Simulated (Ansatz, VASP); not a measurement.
## Hf: VASP beside Ansatz

```
CELL_PARAMETERS angstrom
-1.79289 1.79289 1.79289
1.79289 -1.79289 1.79289
1.79289 1.79289 -1.79289
ATOMIC_POSITIONS crystal
Hf 0.00000 0.00000 0.00000
```

Change from the starting cell: volume scaled by 0.98, crystal datasets.

Alike in both runs: task electric field gradients; functional PBEsol; k mesh 16 × 16 × 16; occupations fermi-dirac, width 0.08 eV; no spin polarisation.

|  | VASP | Ansatz |
| --- | --- | --- |
| version | VASP 6.6.1 | Ansatz 0.2.0 |
| potentials or method | VASP PAW PBE potentials, release 64 (Hf_pv), cutoff 520 eV | all-electron PAW with datasets made for the crystal, scalar-relativistic |

VASP gave:

* pressure (GPa): -7.6

Task: Which values does Ansatz return?

Result: Pressure (GPa): -7.3.

VASP's potentials were made for PBE, not for PBEsol. Ansatz ran all-electron here, and VASP with PAW potentials.

Spin-orbit coupling is off throughout.
